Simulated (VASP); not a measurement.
A run of VASP 6.6.1 is set up as follows.

INCAR

```
SYSTEM = GeSb2Te4
ALGO = Normal
EDIFF = 1E-6
ENCUT = 520
GGA = PS
ISIF = 2
ISMEAR = -1
LASPH = .True.
LCHARG = .False.
LREAL = .False.
LWAVE = .False.
NBANDS = 33
NELM = 100
PREC = Accurate
SIGMA = 0.05
```

Contents of KPOINTS:

```
k-points
0
Gamma
  4 4 4
  0 0 0
```

The input POSCAR:

```
GeSb2Te4
1.0
   -4.3467223916      3.0554991925      2.9132606728
    4.4723565572     -4.3647492070      4.3215226471
    4.1995432303      4.2125917023     -4.2075000381
Ge Sb Te
1 2 4
Direct
    0.0136986301      0.0712840423      0.1071997124
   -0.0028586756      0.5642902010      0.6007727513
    0.5192641117     -0.1590446533      0.3300757022
    0.0545464709      0.9131667791      0.3975499456
    0.4863348485      0.1089255734      0.0861174096
    0.9518585198      0.3582557293      0.8606087350
    0.5134254717      0.6182982767      0.6029623130
```

Potentials or basis: VASP PAW PBE potentials, release 64 (Ge_d, Sb, Te).

Command:

```bash
$ cat potpaw_PBE.64/Ge_d/POTCAR potpaw_PBE.64/Sb/POTCAR potpaw_PBE.64/Te/POTCAR > POTCAR
$ mpirun -np 1 vasp_std > vasp.out
```

(1) What does it give for the band gap on the k mesh?

(2) What does it give for the largest force?

Answers

(1) 0.25 eV, direct.

(2) 0.036 eV/Å.

Caveat: the PAW data sets were made with another functional, which shifts forces and pressure a little; spin-orbit coupling is left out, which moves the levels of the heavy elements.
